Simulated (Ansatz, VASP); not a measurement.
## One calculation of CdPC2O6, two programs

The input INCAR:

```
SYSTEM = CdPC2O6
PREC = Accurate
ENCUT = 520
EDIFF = 1E-6
ISMEAR = -5
SIGMA = 0.1
LREAL = .FALSE.
LASPH = .TRUE.
NELM = 80
ALGO = Normal
ISIF = 2
LWAVE = .FALSE.
LCHARG = .FALSE.
GGA = PE
NBANDS = 42
```

File KPOINTS:

```
regular mesh
0
G
  5 5 5
  0 0 0
```

The input POSCAR:

```
CdPC2O6
1.0
    2.3943720000      4.1471700000      0.0000000000
   -2.3943720000      4.1471700000      0.0000000000
    0.0000000000     -2.7647800000      5.2264870000
Cd P C O
1 1 2 6
Direct
    0.0000000000      0.0000000000      0.0000000000
    0.5000000000      0.5000000000      0.5000000000
    0.2435000000      0.2435000000      0.7305000000
    0.7565000000      0.7565000000      0.2695000000
    0.7618000000      0.7662000000      0.8367000000
    0.3087000000      0.7618000000      0.8367000000
    0.7662000000      0.3087000000      0.8367000000
    0.2382000000      0.2338000000      0.1633000000
    0.6913000000      0.2382000000      0.1633000000
    0.2338000000      0.6913000000      0.1633000000
```

Input for Ansatz:

```yaml
crystal:
  lattice:
    - [2.394372, 4.14717, 0.0]
    - [-2.394372, 4.14717, 0.0]
    - [0.0, -2.76478, 5.226487]
  atoms:
    - { symbol: Cd, position: [0.0, 0.0, 0.0] }
    - { symbol: P, position: [0.5, 0.5, 0.5] }
    - { symbol: C, position: [0.2435, 0.2435, 0.7305] }
    - { symbol: C, position: [0.7565, 0.7565, 0.2695] }
    - { symbol: O, position: [0.7618, 0.7662, 0.8367] }
    - { symbol: O, position: [0.3087, 0.7618, 0.8367] }
    - { symbol: O, position: [0.7662, 0.3087, 0.8367] }
    - { symbol: O, position: [0.2382, 0.2338, 0.1633] }
    - { symbol: O, position: [0.6913, 0.2382, 0.1633] }
    - { symbol: O, position: [0.2338, 0.6913, 0.1633] }
  symmetry: { tolerance: 0.0003 }
kpoints:
  mp_grid: { grid: [5, 5, 5], shift: [0, 0, 0] }
magnetization:
  spin_polarized: false
scf:
  occupations: { method: tetrahedron }
  convergence: { dr2_threshold: 1.0e-06 }
hamiltonian:
  pseudopotentials: { kind: paw }
  xc: pbe
basis:
  ecutwfc: 420
output:
  forces: true
  stress: true
  eigenvalues: true
  write_density: true
  write_potential: true
  elf: true
  volumetric_format: npy
```

Alike in both runs: task single point; functional PBE; k mesh 5 × 5 × 5; occupations tetrahedron; no spin polarisation.

|  | VASP | Ansatz |
| --- | --- | --- |
| version | VASP 6.6.1 | Ansatz 0.2.0 |
| potentials or method | VASP PAW PBE potentials, release 64 (Cd, P, C, O), cutoff 520 eV | PAW plane waves |
| valence electrons in the cell | 61 | 69 |

```csv
,VASP,Ansatz,Ansatz less VASP
gap on the k mesh at the Fermi level (eV),none,none,-
rms of the force components (eV/Å),4.758,4.124,-0.6339
```

Atom by atom the forces differ by 0.656 eV/Å (rms over components). A gap of «none» marks a metal or a gap that the smearing closes. VASP's potentials hold 61 valence electrons a cell and Ansatz's 69, so a difference there can come from the potentials and not from the codes. Ansatz's warnings: band table not solved further, force scf threshold loose, stress scf threshold loose, structure snapped to symmetry, tetrahedron derivatives may miss energy slope.
